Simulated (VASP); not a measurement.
# Cu (P6_3/mmc) in VASP: notebook

Cu is run at these levels: PBEsol; tasks: single point.

All numbers are computed with VASP 6.6.1; they aren't measurements. Logs are shortened: lines on timing, memory, paths and dates and some standing lists are left out, and cuts for length are marked.

## Step 1: The cell of the first run

The structure is hexagonal, space group P6_3/mmc (No. 194). The conventional cell has a = 2.415 Å, b = 2.415 Å, c = 7.890 Å, α = 90.00°, β = 90.00°, γ = 120.00°. Within 3.2 Å of Cu (site symmetry -3m) lie 12 Cu at 2.42 Å. Cu (site symmetry -6m2) has 12 Cu at 2.42 Å within 3.2 Å.

This isn't the form of Cu at room conditions, which is fcc.

## Step 2: Single point, PBEsol (9.96 Å³/atom)

INCAR

```
SYSTEM = Cu
  ALGO = Normal
  EDIFF = 1E-7
  ENCUT = 520
  GGA = PS
  ISIF = 2
  ISMEAR = -1
  LASPH = .TRUE.
  LCHARG = .FALSE.
  LREAL = .FALSE.
  LWAVE = .FALSE.
  NBANDS = 30
  NELM = 60
  PREC = Accurate
  SIGMA = 0.1
```

KPOINTS

```
k-points
0
G
  16 16 5
  0 0 0
```

POSCAR

```
Cu
1.0
    2.4151457161      0.0000000000      0.0000000000
   -1.2075728581      2.0915775440      0.0000000000
    0.0000000000      0.0000000000      7.8897229138
Cu
4
Direct
    1.0000000000      1.0000000000      0.0000000000
    1.0000000000      1.0000000000      0.5000000000
    0.3333333333      0.6666666667      0.2500000000
    0.6666666667      0.3333333333      0.7500000000
```

Potentials or basis: VASP PAW PBE potentials, release 64 (Cu).

The run is started by

```console
cat potpaw_PBE.64/Cu/POTCAR > POTCAR
mpirun -np 1 vasp_std > vasp.out
```

OUTCAR:

```text
SYSTEM = Cu
   EDIFF = 1E-7
   ENCUT = 520
   GGA = PS
   ISIF = 2
   ISMEAR = -1
   LASPH = .TRUE.
   LREAL = .FALSE.
   NELM = 60
   PREC = Accurate

 ion  position               nearest neighbor table
   1  0.000  0.000  0.000-   3 2.42   4 2.42   4 2.42   3 2.42   4 2.42   3 2.42
   2  0.000  0.000  0.500-   3 2.42   4 2.42   4 2.42   3 2.42   4 2.42   3 2.42
   3  0.333  0.667  0.250-   1 2.42   2 2.42   1 2.42   2 2.42   1 2.42   2 2.42
   4  0.667  0.333  0.750-   1 2.42   2 2.42   1 2.42   2 2.42   1 2.42   2 2.42

  LATTYP: Found a hexagonal cell.
 ALAT       =     2.4151457161
 C/A-ratio  =     3.2667688998

  Lattice vectors:

 A1 = (   2.4151457161,   0.0000000000,   0.0000000000)
 A2 = (  -1.2075728581,   2.0915775440,   0.0000000000)
 A3 = (   0.0000000000,   0.0000000000,   7.8897229138)

Analysis of symmetry for initial positions (statically):
=====================================================================
 Subroutine PRICEL returns:
 Original cell was already a primitive cell.

 Routine SETGRP: Setting up the symmetry group for a
 hexagonal supercell.

 Subroutine GETGRP returns: Found 24 space group operations
 (whereof 12 operations were pure point group operations)
 out of a pool of 24 trial point group operations.

The static configuration has the point symmetry D_3d.
 The point group associated with its full space group is D_6h.

Analysis of symmetry for dynamics (positions and initial velocities):
=====================================================================
 Subroutine PRICEL returns:
 Original cell was already a primitive cell.

 Routine SETGRP: Setting up the symmetry group for a
 hexagonal supercell.

 Subroutine GETGRP returns: Found 24 space group operations
 (whereof 12 operations were pure point group operations)
 out of a pool of 24 trial point group operations.

The dynamic configuration has the point symmetry D_3d.
 The point group associated with its full space group is D_6h.

 Subroutine INISYM returns: Found 24 space group operations
 (whereof 12 operations are pure point group operations),
 and found     1 'primitive' translations

----------------------------------------------------------------------------------------

                                     Primitive cell

  volume of cell :      39.8547

  direct lattice vectors                    reciprocal lattice vectors
     2.415145716  0.000000000  0.000000000     0.414053692  0.239054010  0.000000000
    -1.207572858  2.091577544  0.000000000     0.000000000  0.478108021  0.000000000
     0.000000000  0.000000000  7.889722914     0.000000000  0.000000000  0.126747163

  length of vectors
     2.415145716  2.415145716  7.889722914     0.478108021  0.478108021  0.126747163

  position of ions in fractional coordinates (direct lattice)
     0.000000000  0.000000000  0.000000000
     0.000000000  0.000000000  0.500000000
     0.333333333  0.666666667  0.250000000
     0.666666667  0.333333333  0.750000000

  ion indices of the primitive-cell ions
   primitive index   ion index
                 1           1
                 2           2
                 3           3
                 4           4

----------------------------------------------------------------------------------------

 KPOINTS: k-points

Automatic generation of k-mesh.
 Grid dimensions read from file:
 generate k-points for:   16   16    5

 Generating k-lattice:

  Cartesian coordinates                     Fractional coordinates (reciprocal lattice)
     0.025878356  0.014940876  0.000000000     0.062500000 -0.000000000  0.000000000
     0.000000000  0.029881751  0.000000000     0.000000000  0.062500000  0.000000000
     0.000000000  0.000000000  0.025349433     0.000000000  0.000000000  0.200000000

  Length of vectors
     0.029881751  0.029881751  0.025349433

  Shift w.r.t. Gamma in fractional coordinates (k-lattice)
     0.000000000  0.000000000  0.000000000

 Subroutine IBZKPT returns following result:
 ===========================================

 Found     90 irreducible k-points:

 Following reciprocal coordinates:
            Coordinates               Weight
  0.000000  0.000000  0.000000      1.000000
  0.062500  0.000000  0.000000      6.000000
  0.125000  0.000000  0.000000      6.000000
  0.187500  0.000000  0.000000      6.000000
  0.250000  0.000000  0.000000      6.000000
  0.312500  0.000000  0.000000      6.000000
[... 16 lines left out ...]
  0.187500  0.187500  0.000000      6.000000
  0.250000  0.187500  0.000000     12.000000
 [... further k-points ...]
   k-points           NKPTS =     90   k-points in BZ     NKDIM =     90   number of bands    NBANDS=     30
   number of dos      NEDOS =    301   number of ions     NIONS =      4
   total plane-waves  NPLWV =  19440
   dimension x,y,z NGX =    18 NGY =   18 NGZ =   60
   dimension x,y,z NGXF=    36 NGYF=   36 NGZF=  120
   ions per type =               4
   NGX,Y,Z   is equivalent  to a cutoff of  12.39, 12.39, 12.64 a.u.
   NGXF,Y,Z  is equivalent  to a cutoff of  24.78, 24.78, 25.29 a.u.
 SYSTEM =  Cu
   PREC   = accura    normal or accurate (medium, high low for compatibility)
   ISTART =      0    job   : 0-new  1-cont  2-samecut
   ICHARG =      2    charge: 1-file 2-atom 10-const
   ISPIN  =      1    spin polarized calculation?
   LNONCOLLINEAR =      F non collinear calculations
   LSORBIT =      F    spin-orbit coupling
   LASPH  =      T    aspherical Exc in radial PAW
   ENCUT  =  520.0 eV  38.22 Ry    6.18 a.u.   4.49  4.49 14.67*2*pi/ulx,y,z
   NELM   =     60;   NELMIN=  2; NELMDL= -5     # of ELM steps
   EDIFF  = 0.1E-06   stopping-criterion for ELM
   LREAL  =      F    real-space projection
   EDIFFG = 0.1E-05   stopping-criterion for IOM
   NSW    =      0    number of steps for IOM
   IBRION =     -1    ionic relax: 0-MD 1-quasi-New 2-CG
   NFREE  =      0    steps in history (QN), initial steepest desc. (CG)
   ISIF   =      2    stress and relaxation
   ISYM   =      2    0-nonsym 1-usesym 2-fastsym
   POTIM  = 0.5000    time-step for ionic-motion
   TEBEG  =    0.0;   TEEND  =   0.0 temperature during run
   PSTRESS=    0.0 pullay stress
   NELECT =      44.0000    total number of electrons
   NUPDOWN=      -1.0000    fix difference up-down
   EMIN   =  10.00;   EMAX   =-10.00  energy-range for DOS
   EFERMI =   0.00;   METHOD = LEGACY
   ISMEAR =    -1;   SIGMA  =   0.10  broadening in eV -4-tet -1-fermi 0-gaus
   EFERMI_NEDOS =   21; number of points for ismear=-14 and -15
   IALGO  =     38    algorithm
   IMIX   =      4    mixing-type and parameters
     AMIX     =   0.40;   BMIX     =  1.00
     AMIX_MAG =   1.60;   BMIX_MAG =  1.00
  volume/ion in A,a.u.               =       9.96        67.24
  Fermi-wavevector in a.u.,A,eV,Ry     =   1.691996  3.197409 38.951452  2.862851
  Thomas-Fermi vector in A             =   2.773662
   LORBIT       =      0    0 simple, 1 ext, 2 COOP (PROOUT), +10 PAW based schemes
   GGA     = PS    functional components
   LHFCALC =     F    Hartree Fock is set to
   AEXX    =    0.0000 exact exchange contribution
   IVDW    =     0    specifies the selected vdW correction
   LEPSILON=     F    determine dielectric tensor
   LRPA    =     F    only Hartree local field effects (RPA)
 non-spin polarized calculation
  energy-cutoff  :      520.00
  volume of cell :       39.85
 maximum number of plane-waves:      1101
 NGX is ok and might be reduce to    18
   NGX =  9   NGY =  9   NGZ = 29

 number of electron      44.0000068 magnetization

 Free energy of the ion-electron system (eV)
  ---------------------------------------------------
  ext. energy  EPLUGINS =         0.00000000
  ---------------------------------------------------
  free energy    TOTEN  =       -16.76526857 eV

  energy without entropy =      -16.72267585  energy(sigma->0) =      -16.74397221

 E-fermi :   9.6845     XC(G=0): -13.9328

 val. band max:        9.6759536446   @ k =   0.3750   0.1250   0.4000
 cond. band min:       9.7025037485   @ k =   0.4375   0.0625   0.4000
 fundamental gap:      0.0265501039
 Fermi energy:         9.6845232373

 k-point     1 :       0.0000    0.0000    0.0000
  band No.  band energies     occupation
      1      -1.0678      2.00000
      2       1.2981      2.00000
      3       1.3050      2.00000
      4       3.5430      2.00000
      5       5.7434      2.00000
      6       5.7511      2.00000
[... 22 lines left out ...]
     29      32.9024      0.00000
     30      33.7000      0.00000

 k-point     2 :       0.0625    0.0000    0.0000
  band No.  band energies     occupation
      1      -0.9245      2.00000
      2       1.4244      2.00000
      3       1.4312      2.00000
      4       3.6320      2.00000
      5       5.6641      2.00000
      6       5.7122      2.00000
[... 22 lines left out ...]
     29      32.0042      0.00000
     30      32.0772      0.00000

 k-point     3 :       0.1250    0.0000    0.0000
  band No.  band energies     occupation
      1      -0.5011      2.00000
      2       1.7891      2.00000
      3       1.7955      2.00000
      4       3.8785      2.00000
      5       5.4940      2.00000
      6       5.6141      2.00000
[... 22 lines left out ...]
     29      29.6079      0.00000
     30      29.6161      0.00000

 k-point     4 :       0.1875    0.0000    0.0000
  band No.  band energies     occupation
      1       0.1815      2.00000
      2       2.3410      2.00000
      3       2.3467      2.00000
      4       4.2101      2.00000
      5       5.3197      2.00000
      6       5.4601      2.00000
[... 22 lines left out ...]
     29      26.6298      0.00000
     30      26.7438      0.00000

 k-point     5 :       0.2500    0.0000    0.0000
  band No.  band energies     occupation
      1       1.0779      2.00000
      2       2.9596      2.00000
      3       2.9648      2.00000
      4       4.4687      2.00000
      5       5.1717      2.00000
      6       5.2111      2.00000
[... 22 lines left out ...]
     29      25.2952      0.00000
     30      25.5408      0.00000
[... 526 lines left out ...]
     29      21.0171      0.00000
     30      22.5269      0.00000

 k-point    22 :       0.4375    0.1250    0.0000
  band No.  band energies     occupation
      1       3.8296      2.00000
      2       3.8903      2.00000
      3       4.2732      2.00000
      4       4.5543      2.00000
      5       4.8568      2.00000
      6       4.8784      2.00000
[... 22 lines left out ...]
     29      20.6009      0.00000
     30      21.1185      0.00000

 k-point    23 :       0.1875    0.1875    0.0000
  band No.  band energies     occupation
      1       2.3611      2.00000
      2       3.7171      2.00000
      3       3.7227      2.00000
      4       4.8449      2.00000
      5       4.8493      2.00000
      6       5.0311      2.00000
[... 22 lines left out ...]
     29      22.7880      0.00000
     30      23.2022      0.00000

 k-point    24 :       0.2500    0.1875    0.0000
  band No.  band energies     occupation
      1       3.2926      2.00000
      2       4.0427      2.00000
      3       4.0593      2.00000
      4       4.7262      2.00000
      5       4.7708      2.00000
      6       5.0414      2.00000
[... 22 lines left out ...]
     29      20.5064      0.00000
     30      22.2200      0.00000

 [... further k-points ...]

------------------------ aborting loop because EDIFF is reached ----------------------------------------

  FORCE on cell =-STRESS in cart. coord.  units (eV):
  Direction    XX          YY          ZZ          XY          YZ          ZX
  --------------------------------------------------------------------------------------
  -------------------------------------------------------------------------------------
  Total        7.4835826      7.4835826      7.5299886     -0.0000000      0.0000000      0.0000000
  in kB      300.8438100    300.8438100    302.7093545     -0.0000000      0.0000000      0.0000000
  external PRESSURE =     301.4656582 kB  Pullay stress =       0.0000000 kB

 VOLUME and BASIS-vectors are now :
 -----------------------------------------------------------------------------
  energy-cutoff  :      520.00
  volume of cell :       39.85
      direct lattice vectors                 reciprocal lattice vectors
     2.415145716  0.000000000  0.000000000     0.414053692  0.239054010  0.000000000
    -1.207572858  2.091577544  0.000000000     0.000000000  0.478108021  0.000000000
     0.000000000  0.000000000  7.889722914     0.000000000  0.000000000  0.126747163

 POSITION                                       TOTAL-FORCE (eV/Angst)
 -----------------------------------------------------------------------------------
      0.00000      0.00000      0.00000         0.000000     -0.000000      0.000000
      0.00000      0.00000      3.94486         0.000000     -0.000000      0.000000
     -0.00000      1.39439      1.97243        -0.000000      0.000000     -0.000000
      1.20757      0.69719      5.91729         0.000000     -0.000000      0.000000
 -----------------------------------------------------------------------------------
    total drift:                                0.000000     -0.000000      0.000000

  FREE ENERGIE OF THE ION-ELECTRON SYSTEM (eV)
  ---------------------------------------------------
  free  energy   TOTEN  =       -16.7652685699 eV

  energy  without entropy=      -16.7226758467  energy(sigma->0) =      -16.74397221
```

Wall time 1.9 min (1 thread of Intel Xeon 8259CL, shared host); peak memory 0.2 GiB.

What came out:

```
Free energy            : -16.7653 eV
Pressure               : 30.1 GPa
Band gap on the k mesh : zero (bands 22 and 23 overlap by 5.76 eV)
```

Stress tensor (GPa, compression positive):
```
30.08  0.00  0.00
 0.00 30.08  0.00
 0.00  0.00 30.27
```

Caveat: the cell stands under pressure; the PAW data sets were made with another functional, which shifts forces and pressure a little.

## Step 3: Single point, PBEsol (10.42 Å³/atom)

This run uses another cell than the first one, of 10.42 Å³/atom.

INCAR

```
  PREC = Accurate
  ENCUT = 520
  EDIFF = 1E-6
  ISMEAR = -1
  SIGMA = 0.1
  LREAL = False
  LASPH = True
  NELM = 100
  ALGO = Normal
  ISIF = 2
  LWAVE = False
  LCHARG = False
  GGA = PS
  NBANDS = 30
```

KPOINTS

```
Automatic mesh
0
Gamma
  16 16 5
```

POSCAR

```
Cu
1.0
    2.4511979823      0.0000000000      0.0000000000
   -1.2255989911      2.1227997224      0.0000000000
    0.0000000000      0.0000000000      8.0074973357
Cu
4
Direct
    1.0000000000      1.0000000000      0.0000000000
    1.0000000000      1.0000000000      0.5000000000
    0.3333333333      0.6666666667      0.2500000000
    0.6666666667      0.3333333333      0.7500000000
```

Potentials or basis: VASP PAW PBE potentials, release 64 (Cu).

The run is started by

```console
cat potpaw_PBE.64/Cu/POTCAR > POTCAR
mpirun -np 1 vasp_std > vasp.out
```

Run time: 96 s. Hardware: 1 thread of Intel Xeon 8259CL, shared host; peak memory 0.21 GiB.

The run converged. Its results:

```
Free energy            : -17.0358 eV
Pressure               : 18.0 GPa
Band gap on the k mesh : zero (bands 22 and 23 overlap by 5.60 eV)
```

Stress tensor (GPa, compression positive):
```
17.96  0.00  0.00
 0.00 17.96  0.00
 0.00  0.00 18.08
```

Levels at points of the mesh, in eV from the Fermi level:
```tsv
k point	band 19	band 20	band 21	band 22	band 23	band 24	band 25	band 26
(0.00, 0.00, 0.00)	-2.31	-2.11	-2.11	-1.77	-1.77	-1.40	4.44	13.53
(0.50, 0.00, 0.00)	-1.61	-1.59	-0.88	0.22	1.09	1.70	5.28	5.29
```

Caveat: the cell stands under pressure; the PAW data sets were made with another functional, which shifts forces and pressure a little.

The gap in the log of VASP goes by the Fermi energy; the results here count the filled bands.